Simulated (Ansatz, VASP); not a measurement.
SrTiO3 in VASP and in Ansatz

```xyz
5
Lattice="3.9309 0.0000 0.0000 0.0000 3.9309 0.0000 0.0000 0.0000 3.9309" Properties=species:S:1:pos:R:3 pbc="T T T"
Sr    0.0000    0.0000    0.0000
Ti    1.9654    1.9654    1.9654
O     0.0000    1.9654    1.9654
O     1.9654    0.0000    1.9654
O     1.9654    1.9654    0.0000
```

Change from the starting cell: volume scaled by 1.02, PAW files.

Alike in both runs: task electric field gradients; functional PBEsol; k mesh 7 × 7 × 7; occupations fermi-dirac, width 0.05 eV; no spin polarisation.

|  | VASP | Ansatz |
| --- | --- | --- |
| version | VASP 6.6.1 | Ansatz 0.2.0 |
| potentials or method | VASP PAW PBE potentials, release 64 (Sr_sv, Ti_sv, O) | PAW with Ansatz's default frozen-core files, scalar-relativistic |
| plane-wave cutoff (eV) | 520 | 420 |
| valence electrons in the cell | 40 | 40 |

VASP gave:

```
gap on the k mesh at the Fermi level (eV)            : 1.83
pressure (GPa)                                       : -4.7
size of Vzz on the site where it differs most (V/Å²) : 11.4
```

Q: What did Ansatz give for the same quantities?

A: gap on the k mesh at the Fermi level (eV): 1.86; pressure (GPa): -5.3; size of Vzz on the site where it differs most (V/Å²): 12.9.

VASP's potentials were made for PBE, not for PBEsol.
